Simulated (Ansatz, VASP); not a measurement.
## SiNi3 in VASP and in Ansatz

Contents of INCAR:

```
SYSTEM = SiNi3
  PREC = Accurate
  ENCUT = 520
  EDIFF = 1E-6
  ISMEAR = -1
  SIGMA = 0.05
  LREAL = .FALSE.
  LASPH = .TRUE.
  NELM = 150
  ALGO = Normal
  ISIF = 2
  LWAVE = .FALSE.
  LCHARG = .FALSE.
  ISPIN = 2
  MAGMOM = 0.733333 0.733333 0.733333 0
  LORBIT = 11
  NUPDOWN = 2.2
  LMAXMIX = 4
  GGA = PE
  NBANDS = 29
```

File KPOINTS:

```
regular mesh
0
G
  6 6 6
  0 0 0
```

The input POSCAR:

```
SiNi3
1.0
    3.5420000000      0.0000000000      0.0000000000
    0.0000000000      3.5420000000      0.0000000000
    0.0000000000      0.0000000000      3.5420000000
Ni Si
3 1
Direct
    0.5000000000      0.5000000000      0.0000000000
    0.5000000000      0.0000000000      0.5000000000
    0.0000000000      0.5000000000      0.5000000000
    0.0000000000      0.0000000000      0.0000000000
```

Contents of input.yaml:

```yaml
crystal:
  lattice:
    - [3.542, 0.0, 0.0]
    - [0.0, 3.542, 0.0]
    - [0.0, 0.0, 3.542]
  atoms:
    - { symbol: Ni, position: [0.5, 0.5, 0.0], spin: 0.7333333333 }
    - { symbol: Ni, position: [0.5, 0.0, 0.5], spin: 0.7333333333 }
    - { symbol: Ni, position: [0.0, 0.5, 0.5], spin: 0.7333333333 }
    - { symbol: Si, position: [0.0, 0.0, 0.0] }
hamiltonian:
  xc: pbe
  pseudopotentials: { kind: paw }
magnetization:
  spin_polarized: true
  initial_magnetization: 2.2
  spin_locking: { lock_magnetization: hard }
kpoints:
  mp_grid: { grid: [6, 6, 6] }
scf:
  occupations: { method: fermi_dirac, width: 0.05 }
  lower_state_search: "off"
output:
  forces: true
  stress: true
  eigenvalues: true
  write_density: true
  write_potential: true
  elf: true
  volumetric_format: npy
```

Alike in both runs: task single point; functional PBE; k mesh 6 × 6 × 6; occupations fermi-dirac, width 0.05 eV; collinear spin; fixed moment 2.2 μB.

|  | VASP | Ansatz |
| --- | --- | --- |
| version | VASP 6.6.1 | Ansatz 0.2.0 |
| potentials or method | VASP PAW PBE potentials, release 64 (Ni, Si) | Ansatz PAW |
| plane-wave cutoff (eV) | 520 | 420 |
| valence electrons in the cell | 34 | 58 |

|  | VASP | Ansatz | Ansatz less VASP |
| --- | --- | --- | --- |
| pressure (GPa) | -1.4 | -1.5 | -0.05 |
| net moment per atom (μB) | 0.55 | 0.55 | 0.000 |
| size of the moment on the site where the two differ most (μB) | 0.69 | 0.71 | +0.015 |

Site moments also hang on the region over which each program counts them. VASP's potentials hold 34 valence electrons a cell and Ansatz's 58, so a difference there can come from the potentials and not from the codes.
